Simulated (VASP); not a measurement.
## SiC: electric field gradients with PBEsol

The system is SiC.

```
CELL_PARAMETERS angstrom
3.09637 0.00000 0.00000
-1.54818 2.68153 0.00000
0.00000 0.00000 5.08143
ATOMIC_POSITIONS crystal
Si 0.33333 0.66667 0.00000
Si 0.66667 0.33333 0.50000
C 0.33333 0.66667 0.38500
C 0.66667 0.33333 0.88500
```

| Item | Value |
| --- | --- |
| Program | VASP 6.6.1 |
| Task | electric field gradients |
| Functional | PBEsol |
| Potentials or basis | VASP PAW PBE potentials, release 64 (Si, C) |
| Cutoff | 520 eV |
| k mesh | 15 × 15 × 8 |
| Occupations | fermi-dirac, width 0.08 eV |
| Spin | no spin polarisation |
| Dipole correction | no |
| Further INCAR settings | ALGO = Normal; EDIFF = 1e-08; NBANDS = 16 |

| Quantity | Value |
| --- | --- |
| Pressure | -3.6 GPa |
| Largest force | 0.721 eV/Å |
| Band gap on the k mesh | 2.20 eV (least direct gap 3.93 eV) |
| Largest electric field gradient by atom | Si +16.8; C +2.8 V/Å² |

Forces in eV/Å, atoms in the order of the input:
```
Si   0.000  0.000  0.721
Si   0.000  0.000  0.721
C    0.000  0.000 -0.721
C    0.000  0.000 -0.721
```

Stress tensor (GPa, compression positive):
```
-2.26  0.00  0.00
 0.00 -2.26  0.00
 0.00  0.00 -6.42
```

Levels at points of the mesh, in eV from the valence-band top:
| k point | band 4 | band 5 | band 6 | band 7 | band 8 | band 9 | band 10 | band 11 | band 12 | band 13 |
| --- | --- | --- | --- | --- | --- | --- | --- | --- | --- | --- |
| (0.00, 0.00, 0.00) | -1.55 | -1.55 | -0.27 | -0.27 | 0.00 | 4.40 | 5.77 | 6.32 | 6.32 | 7.32 |
| (0.00, 0.00, 0.50) | -4.44 | -0.96 | -0.96 | -0.96 | -0.96 | 5.48 | 5.48 | 6.99 | 6.99 | 6.99 |

Electric field gradients, principal values (V/Å²):
```csv
atom,least,middle,greatest (by size)
1 Si,-8.403,-8.404,16.807
2 Si,-8.403,-8.404,16.807
3 C,-1.421,-1.422,2.843
4 C,-1.421,-1.422,2.843
```

It took 78 s on 1 thread of Intel Xeon 8259CL (shared host), peak memory 0.21 GiB.

Caveat: the cell stands under tension; without QUAD_EFG the Cq values of the log hold for a quadrupole moment of 1 mb, not for the nuclei; the PAW data sets were made with another functional, which shifts forces and pressure a little; an odd mesh through Γ misses points on the zone boundary, where band edges can lie.
